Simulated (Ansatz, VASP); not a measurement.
# MnO2 in VASP and in Ansatz

```xyz
6
Lattice="2.9042 0.0000 0.0000 0.0000 3.8448 0.0000 0.0000 0.0000 6.1643" Properties=species:S:1:pos:R:3 pbc="T T T"
Mn    1.4521    1.9224    2.1162
Mn    0.0000    0.0000    4.0481
O     1.4521    0.0000    5.1630
O     0.0000    1.9224    1.0013
O     1.4521    0.0000    2.6001
O     0.0000    1.9224    3.5642
```

Alike in both runs: task single point; functional PBE; k mesh 8 × 6 × 4; occupations fermi-dirac, width 0.05 eV; collinear spin; fixed moment 4 μB.

|  | VASP | Ansatz |
| --- | --- | --- |
| version | VASP 6.6.1 | Ansatz 0.2.0 |
| potentials or method | VASP PAW PBE potentials, release 64 (Mn_pv, O) | Ansatz PAW |
| plane-wave cutoff (eV) | 520 | 420 |
| valence electrons in the cell | 50 | 54 |

VASP gave:

* pressure (GPa): -10.9
* traceless stress, the component that is largest in VASP (GPa): -4.57
* rms of the force components (eV/Å): 0.502
* net moment per atom (μB): 0.67
* size of the moment on the site where the two differ most (μB): 1.97

Question: Estimate Ansatz's values.

Answer: Pressure (GPa): -11.7; traceless stress, the component that is largest in VASP (GPa): -5.00; rms of the force components (eV/Å): 0.551; net moment per atom (μB): 0.67; size of the moment on the site where the two differ most (μB): 1.69.

Site moments also hang on the region over which each program counts them. Atom by atom the forces differ by 0.049 eV/Å (rms over components). VASP's potentials hold 50 valence electrons a cell and Ansatz's 54, so a difference there can come from the potentials and not from the codes.
